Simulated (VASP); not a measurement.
# Ti (Im-3m) in VASP: a series of runs

The runs below take Ti through single point, with PBEsol.

All numbers are computed with VASP 6.6.1; they aren't measurements. Logs are shortened: lines on timing, memory, paths and dates and some standing lists are left out, and cuts for length are marked.

## (1) The cell of the first run

It takes space group Im-3m (No. 229, cubic). Conventional cell: a = 3.282 Å, b = 3.282 Å, c = 3.282 Å, α = 90.00°, β = 90.00°, γ = 90.00°. Ti (site symmetry m-3m) has 14 Ti at 2.84 to 3.28 Å within 3.7 Å.

## (2) Single point, PBEsol

INCAR reads:

```
  PREC = Accurate
  ENCUT = 520
  EDIFF = 1E-6
  ISMEAR = 1
  SIGMA = 0.05
  LREAL = False
  LASPH = True
  NELM = 80
  ALGO = Normal
  ISIF = 2
  LWAVE = False
  LCHARG = True
  GGA = PS
  LELF = True
  LVHAR = True
  NBANDS = 12
```

KPOINTS reads:

```
regular mesh
0
Gamma
  10 10 10
```

POSCAR reads:

```
Ti
1.0
   -1.6410000000      1.6410000000      1.6410000000
    1.6410000000     -1.6410000000      1.6410000000
    1.6410000000      1.6410000000     -1.6410000000
Ti
1
Direct
    0.0000000000      0.0000000000      0.0000000000
```

Potentials or basis: VASP PAW PBE potentials, release 64 (Ti_sv).

Launch:

```console
$ cat potpaw_PBE.64/Ti_sv/POTCAR > POTCAR
$ mpirun -np 1 vasp_std > vasp.out
```

OUTCAR:

```text
PREC = Accurate
   ENCUT = 520
   EDIFF = 1E-6
   ISMEAR = 1
   LREAL = False
   LASPH = True
   NELM = 80
   ISIF = 2
   GGA = PS

 ion  position               nearest neighbor table
   1  0.000  0.000  0.000-

  LATTYP: Found a body centered cubic cell.
 ALAT       =     3.2820000000

  Lattice vectors:

 A1 = (  -1.6410000000,   1.6410000000,   1.6410000000)
 A2 = (   1.6410000000,  -1.6410000000,   1.6410000000)
 A3 = (   1.6410000000,   1.6410000000,  -1.6410000000)

Analysis of symmetry for initial positions (statically):
=====================================================================
 Subroutine PRICEL returns:
 Original cell was already a primitive cell.

 Routine SETGRP: Setting up the symmetry group for a
 body centered cubic supercell.

 Subroutine GETGRP returns: Found 48 space group operations
 (whereof 48 operations were pure point group operations)
 out of a pool of 48 trial point group operations.

The static configuration has the point symmetry O_h .

Analysis of symmetry for dynamics (positions and initial velocities):
=====================================================================
 Subroutine PRICEL returns:
 Original cell was already a primitive cell.

 Routine SETGRP: Setting up the symmetry group for a
 body centered cubic supercell.

 Subroutine GETGRP returns: Found 48 space group operations
 (whereof 48 operations were pure point group operations)
 out of a pool of 48 trial point group operations.

The dynamic configuration has the point symmetry O_h .

 Subroutine INISYM returns: Found 48 space group operations
 (whereof 48 operations are pure point group operations),
 and found     1 'primitive' translations

----------------------------------------------------------------------------------------

                                     Primitive cell

  volume of cell :      17.6761

  direct lattice vectors                    reciprocal lattice vectors
    -1.641000000  1.641000000  1.641000000     0.000000000  0.304692261  0.304692261
     1.641000000 -1.641000000  1.641000000     0.304692261  0.000000000  0.304692261
     1.641000000  1.641000000 -1.641000000     0.304692261  0.304692261  0.000000000

  length of vectors
     2.842295375  2.842295375  2.842295375     0.430899928  0.430899928  0.430899928

  position of ions in fractional coordinates (direct lattice)
     0.000000000  0.000000000  0.000000000

  ion indices of the primitive-cell ions
[... 75 lines left out ...]
   LREAL  =      F    real-space projection
   EDIFFG = 0.1E-04   stopping-criterion for IOM
   NSW    =      0    number of steps for IOM
   IBRION =     -1    ionic relax: 0-MD 1-quasi-New 2-CG
   NFREE  =      0    steps in history (QN), initial steepest desc. (CG)
   ISIF   =      2    stress and relaxation
   ISYM   =      2    0-nonsym 1-usesym 2-fastsym
   POTIM  = 0.5000    time-step for ionic-motion
   TEBEG  =    0.0;   TEEND  =   0.0 temperature during run
   PSTRESS=    0.0 pullay stress
   NELECT =      12.0000    total number of electrons
   NUPDOWN=      -1.0000    fix difference up-down
   EMIN   =  10.00;   EMAX   =-10.00  energy-range for DOS
   EFERMI =   0.00;   METHOD = LEGACY
   ISMEAR =     1;   SIGMA  =   0.05  broadening in eV -4-tet -1-fermi 0-gaus
   EFERMI_NEDOS =   21; number of points for ismear=-14 and -15
   IALGO  =     38    algorithm
   IMIX   =      4    mixing-type and parameters
     AMIX     =   0.40;   BMIX     =  1.00
     AMIX_MAG =   1.60;   BMIX_MAG =  1.00
  volume/ion in A,a.u.               =      17.68       119.28
  Fermi-wavevector in a.u.,A,eV,Ry     =   1.438821  2.718977 28.166848  2.070205
  Thomas-Fermi vector in A             =   2.557745
   LORBIT       =      0    0 simple, 1 ext, 2 COOP (PROOUT), +10 PAW based schemes
   GGA     = PS    functional components
   LHFCALC =     F    Hartree Fock is set to
   AEXX    =    0.0000 exact exchange contribution
   IVDW    =     0    specifies the selected vdW correction
   LEPSILON=     F    determine dielectric tensor
   LRPA    =     F    only Hartree local field effects (RPA)
 non-spin polarized calculation
 Methfessel and Paxton  Order N= 1 SIGMA  =   0.05
  energy-cutoff  :      520.00
  volume of cell :       17.68
 maximum number of plane-waves:       490
 NGX is ok and might be reduce to    24
   NGX = 11   NGY = 11   NGZ = 11

 number of electron      12.0000001 magnetization

 Free energy of the ion-electron system (eV)
  ---------------------------------------------------
  ext. energy  EPLUGINS =         0.00000000
  ---------------------------------------------------
  free energy    TOTEN  =        -8.21019045 eV

  energy without entropy =       -8.20945561  energy(sigma->0) =       -8.20994551

 E-fermi :   7.7813     XC(G=0): -11.5478

 val. band max:        7.7756187781   @ k =   0.3000   0.2000   0.0000
 cond. band min:       7.7936170796   @ k =   0.3000   0.1000   0.1000
 fundamental gap:      0.0179983015
 Fermi energy:         7.7813104747

 k-point     1 :       0.0000    0.0000    0.0000
  band No.  band energies     occupation
      1     -48.5530      2.00000
      2     -24.5235      2.00000
      3     -24.5235      2.00000
      4     -24.5235      2.00000
      5       1.8626      2.00000
      6       8.7462     -0.00000
      7       8.7462     -0.00000
      8       8.7462     -0.00000
      9      10.4802      0.00000
     10      10.4802      0.00000
     11      25.0724      0.00000
     12      25.0724      0.00000
[... 331 lines left out ...]
 k-point    24 :      -0.3000    0.3000    0.1000
  band No.  band energies     occupation
      1     -48.4621      2.00000
      2     -24.9420      2.00000
      3     -24.6799      2.00000
      4     -24.5731      2.00000
      5       4.5902      2.00000
      6       8.0027     -0.00000
      7       8.0579     -0.00000
      8       9.8043      0.00000
      9      10.5690      0.00000
     10      10.9424      0.00000
     11      20.1740      0.00000
     12      22.6947      0.00000

 [... further k-points ...]
[... 5 lines left out ...]
  --------------------------------------------------------------------------------------
  -------------------------------------------------------------------------------------
  Total       -0.7915187     -0.7915187     -0.7915187     -0.0000000      0.0000000     -0.0000000
  in kB      -71.7440761    -71.7440761    -71.7440761     -0.0000000      0.0000000     -0.0000000
  external PRESSURE =     -71.7440761 kB  Pullay stress =       0.0000000 kB

 VOLUME and BASIS-vectors are now :
 -----------------------------------------------------------------------------
  energy-cutoff  :      520.00
  volume of cell :       17.68
      direct lattice vectors                 reciprocal lattice vectors
    -1.641000000  1.641000000  1.641000000     0.000000000  0.304692261  0.304692261
     1.641000000 -1.641000000  1.641000000     0.304692261  0.000000000  0.304692261
     1.641000000  1.641000000 -1.641000000     0.304692261  0.304692261  0.000000000

 POSITION                                       TOTAL-FORCE (eV/Angst)
 -----------------------------------------------------------------------------------
      0.00000      0.00000      0.00000        -0.000000     -0.000000     -0.000000
 -----------------------------------------------------------------------------------
    total drift:                               -0.000000      0.000000      0.000000

  FREE ENERGIE OF THE ION-ELECTRON SYSTEM (eV)
  ---------------------------------------------------
  free  energy   TOTEN  =        -8.2101904534 eV

  energy  without entropy=       -8.2094556117  energy(sigma->0) =       -8.20994551
```

OSZICAR:

```text
N       E                     dE             d eps       ncg     rms          rms(c)
DAV:   1     0.870843660564E+02    0.87084E+02   -0.65066E+03  1128   0.120E+03
DAV:   2    -0.491626148927E+01   -0.92001E+02   -0.89848E+02  1164   0.300E+02
DAV:   3    -0.933233896431E+01   -0.44161E+01   -0.43539E+01  1572   0.656E+01
DAV:   4    -0.942023190115E+01   -0.87893E-01   -0.87787E-01  1252   0.839E+00
DAV:   5    -0.942240727139E+01   -0.21754E-02   -0.21753E-02  1328   0.124E+00    0.854E+00
DAV:   6    -0.820664267014E+01    0.12158E+01   -0.31447E+00  1196   0.239E+01    0.201E+00
DAV:   7    -0.820194891623E+01    0.46938E-02   -0.73880E-02  1324   0.272E+00    0.124E+00
DAV:   8    -0.820977742594E+01   -0.78285E-02   -0.35504E-02  1188   0.231E+00    0.125E-01
DAV:   9    -0.821017307410E+01   -0.39565E-03   -0.25895E-03  1376   0.537E-01    0.764E-02
DAV:  10    -0.821020333972E+01   -0.30266E-04   -0.33182E-04  1216   0.213E-01    0.191E-02
DAV:  11    -0.821019063563E+01    0.12704E-04   -0.40315E-05  1232   0.994E-02    0.965E-03
DAV:  12    -0.821019045339E+01    0.18225E-06   -0.28142E-06  1336   0.197E-02
   1 F= -.82101905E+01 E0= -.82099455E+01  d E =-.734842E-03
```

stdout:

```text
POSCAR found type information on POSCAR Ti
 POSCAR found :  1 types and       1 ions
 scaLAPACK will be used
 -----------------------------------------------------------------------------
|                                                                             |
|                                                                             |
|     You enforced a specific xc type in the INCAR file but a different       |
|     I HOPE YOU KNOW WHAT YOU ARE DOING!                                     |
|                                                                             |
 -----------------------------------------------------------------------------

 LDA part: xc-table for (Slater+PW92), standard interpolation
 POSCAR, INCAR and KPOINTS ok, starting setup
 FFT: planning ... GRIDC
 FFT: planning ... GRID_SOFT
 FFT: planning ... GRID
 WAVECAR not read
 entering main loop
```

Wall time 11 s (1 thread of AMD EPYC 7R43 (Zen 3), shared host); peak memory 0.11 GiB.

What came out:

* Free energy: -8.2102 eV
* Pressure: -7.2 GPa
* Band gap on the k mesh: zero (band 6 reaches 8.75 eV, above the bottom of band 7 at 7.13 eV)

Levels at points of the mesh, in eV from the Fermi level:
```tsv
k point	band 4	band 5	band 6	band 7	band 8	band 9
(0.00, 0.00, 0.00)	-32.30	-5.92	0.96	0.96	0.96	2.70
(0.50, 0.00, 0.00)	-32.31	-2.42	-0.39	1.09	2.68	3.03
(0.50, 0.50, 0.50)	-32.75	-2.05	-2.05	3.85	3.85	3.85
```

Caveat: the PAW data sets were made with another functional, which shifts forces and pressure a little.

## (3) Single point, PBEsol

INCAR reads:

```
SYSTEM = Ti
PREC = Accurate
ENCUT = 520
EDIFF = 1E-6
ISMEAR = 1
SIGMA = 0.05
LREAL = .False.
LASPH = .True.
NELM = 80
ALGO = Normal
ISIF = 2
LWAVE = .False.
LCHARG = .True.
GGA = PS
LELF = .True.
LVHAR = .True.
NBANDS = 12
```

KPOINTS reads:

```
regular mesh
0
Gamma
  10 10 10
  0 0 0
```

POSCAR is that of step 2.

Potentials or basis: VASP PAW PBE potentials, release 64 (Ti_sv).

Launch:

```console
$ cat potpaw_PBE.64/Ti_sv/POTCAR > POTCAR
$ mpirun -np 1 vasp_std > vasp.out
```

OUTCAR:

```text
SYSTEM = Ti
   PREC = Accurate
   ENCUT = 520
   EDIFF = 1E-6
   ISMEAR = 1
   LREAL = .False.
   LASPH = .True.
   NELM = 80
   ISIF = 2
   GGA = PS

 ion  position               nearest neighbor table
   1  0.000  0.000  0.000-

  LATTYP: Found a body centered cubic cell.
 ALAT       =     3.2820000000

  Lattice vectors:

 A1 = (  -1.6410000000,   1.6410000000,   1.6410000000)
 A2 = (   1.6410000000,  -1.6410000000,   1.6410000000)
 A3 = (   1.6410000000,   1.6410000000,  -1.6410000000)

Analysis of symmetry for initial positions (statically):
=====================================================================
 Subroutine PRICEL returns:
 Original cell was already a primitive cell.

 Routine SETGRP: Setting up the symmetry group for a
 body centered cubic supercell.

 Subroutine GETGRP returns: Found 48 space group operations
 (whereof 48 operations were pure point group operations)
 out of a pool of 48 trial point group operations.

The static configuration has the point symmetry O_h .

Analysis of symmetry for dynamics (positions and initial velocities):
=====================================================================
 Subroutine PRICEL returns:
 Original cell was already a primitive cell.

 Routine SETGRP: Setting up the symmetry group for a
 body centered cubic supercell.

 Subroutine GETGRP returns: Found 48 space group operations
 (whereof 48 operations were pure point group operations)
 out of a pool of 48 trial point group operations.

The dynamic configuration has the point symmetry O_h .

 Subroutine INISYM returns: Found 48 space group operations
 (whereof 48 operations are pure point group operations),
 and found     1 'primitive' translations

----------------------------------------------------------------------------------------

                                     Primitive cell

  volume of cell :      17.6761
[... 108 lines left out ...]
  volume/ion in A,a.u.               =      17.68       119.28
  Fermi-wavevector in a.u.,A,eV,Ry     =   1.438821  2.718977 28.166848  2.070205
  Thomas-Fermi vector in A             =   2.557745
   LORBIT       =      0    0 simple, 1 ext, 2 COOP (PROOUT), +10 PAW based schemes
   GGA     = PS    functional components
   LHFCALC =     F    Hartree Fock is set to
   AEXX    =    0.0000 exact exchange contribution
   IVDW    =     0    specifies the selected vdW correction
   LEPSILON=     F    determine dielectric tensor
   LRPA    =     F    only Hartree local field effects (RPA)
 non-spin polarized calculation
 Methfessel and Paxton  Order N= 1 SIGMA  =   0.05
  energy-cutoff  :      520.00
  volume of cell :       17.68
 maximum number of plane-waves:       490
 NGX is ok and might be reduce to    24
   NGX = 11   NGY = 11   NGZ = 11

 number of electron      12.0000001 magnetization

 Free energy of the ion-electron system (eV)
  ---------------------------------------------------
  ext. energy  EPLUGINS =         0.00000000
  ---------------------------------------------------
  free energy    TOTEN  =        -8.21019045 eV

  energy without entropy =       -8.20945561  energy(sigma->0) =       -8.20994551

 E-fermi :   7.7813     XC(G=0): -11.5478

 val. band max:        7.7756187781   @ k =   0.3000   0.2000   0.0000
 cond. band min:       7.7936170796   @ k =   0.3000   0.1000   0.1000
 fundamental gap:      0.0179983015
 Fermi energy:         7.7813104747

 k-point     1 :       0.0000    0.0000    0.0000
  band No.  band energies     occupation
      1     -48.5530      2.00000
      2     -24.5235      2.00000
      3     -24.5235      2.00000
      4     -24.5235      2.00000
      5       1.8626      2.00000
      6       8.7462     -0.00000
      7       8.7462     -0.00000
      8       8.7462     -0.00000
      9      10.4802      0.00000
     10      10.4802      0.00000
     11      25.0724      0.00000
     12      25.0724      0.00000
[... 331 lines left out ...]
 k-point    24 :      -0.3000    0.3000    0.1000
  band No.  band energies     occupation
      1     -48.4621      2.00000
      2     -24.9420      2.00000
      3     -24.6799      2.00000
      4     -24.5731      2.00000
      5       4.5902      2.00000
      6       8.0027     -0.00000
      7       8.0579     -0.00000
      8       9.8043      0.00000
      9      10.5690      0.00000
     10      10.9424      0.00000
     11      20.1740      0.00000
     12      22.6947      0.00000

 [... further k-points ...]
[... 5 lines left out ...]
  --------------------------------------------------------------------------------------
  -------------------------------------------------------------------------------------
  Total       -0.7915187     -0.7915187     -0.7915187     -0.0000000      0.0000000     -0.0000000
  in kB      -71.7440761    -71.7440761    -71.7440761     -0.0000000      0.0000000     -0.0000000
  external PRESSURE =     -71.7440761 kB  Pullay stress =       0.0000000 kB

 VOLUME and BASIS-vectors are now :
 -----------------------------------------------------------------------------
  energy-cutoff  :      520.00
  volume of cell :       17.68
      direct lattice vectors                 reciprocal lattice vectors
    -1.641000000  1.641000000  1.641000000     0.000000000  0.304692261  0.304692261
     1.641000000 -1.641000000  1.641000000     0.304692261  0.000000000  0.304692261
     1.641000000  1.641000000 -1.641000000     0.304692261  0.304692261  0.000000000

 POSITION                                       TOTAL-FORCE (eV/Angst)
 -----------------------------------------------------------------------------------
      0.00000      0.00000      0.00000        -0.000000     -0.000000     -0.000000
 -----------------------------------------------------------------------------------
    total drift:                               -0.000000      0.000000      0.000000

  FREE ENERGIE OF THE ION-ELECTRON SYSTEM (eV)
  ---------------------------------------------------
  free  energy   TOTEN  =        -8.2101904534 eV

  energy  without entropy=       -8.2094556117  energy(sigma->0) =       -8.20994551
```

OSZICAR:

```text
N       E                     dE             d eps       ncg     rms          rms(c)
DAV:   1     0.870843660564E+02    0.87084E+02   -0.65066E+03  1128   0.120E+03
DAV:   2    -0.491626148927E+01   -0.92001E+02   -0.89848E+02  1164   0.300E+02
DAV:   3    -0.933233896431E+01   -0.44161E+01   -0.43539E+01  1572   0.656E+01
DAV:   4    -0.942023190115E+01   -0.87893E-01   -0.87787E-01  1252   0.839E+00
DAV:   5    -0.942240727139E+01   -0.21754E-02   -0.21753E-02  1328   0.124E+00    0.854E+00
DAV:   6    -0.820664267014E+01    0.12158E+01   -0.31447E+00  1196   0.239E+01    0.201E+00
DAV:   7    -0.820194891623E+01    0.46938E-02   -0.73880E-02  1324   0.272E+00    0.124E+00
DAV:   8    -0.820977742594E+01   -0.78285E-02   -0.35504E-02  1188   0.231E+00    0.125E-01
DAV:   9    -0.821017307410E+01   -0.39565E-03   -0.25895E-03  1376   0.537E-01    0.764E-02
DAV:  10    -0.821020333972E+01   -0.30266E-04   -0.33182E-04  1216   0.213E-01    0.191E-02
DAV:  11    -0.821019063563E+01    0.12704E-04   -0.40315E-05  1232   0.994E-02    0.965E-03
DAV:  12    -0.821019045339E+01    0.18225E-06   -0.28142E-06  1336   0.197E-02
   1 F= -.82101905E+01 E0= -.82099455E+01  d E =-.734842E-03
```

Run time: 11 s. Hardware: 1 thread of AMD EPYC 7R43 (Zen 3), shared host; peak memory 0.1 GiB.

What came out:

- Free energy: -8.2102 eV
- Pressure: -7.2 GPa
- Band gap on the k mesh: zero (band 6 reaches 8.75 eV, above the bottom of band 7 at 7.13 eV)

Caveat: the PAW data sets were made with another functional, which shifts forces and pressure a little.
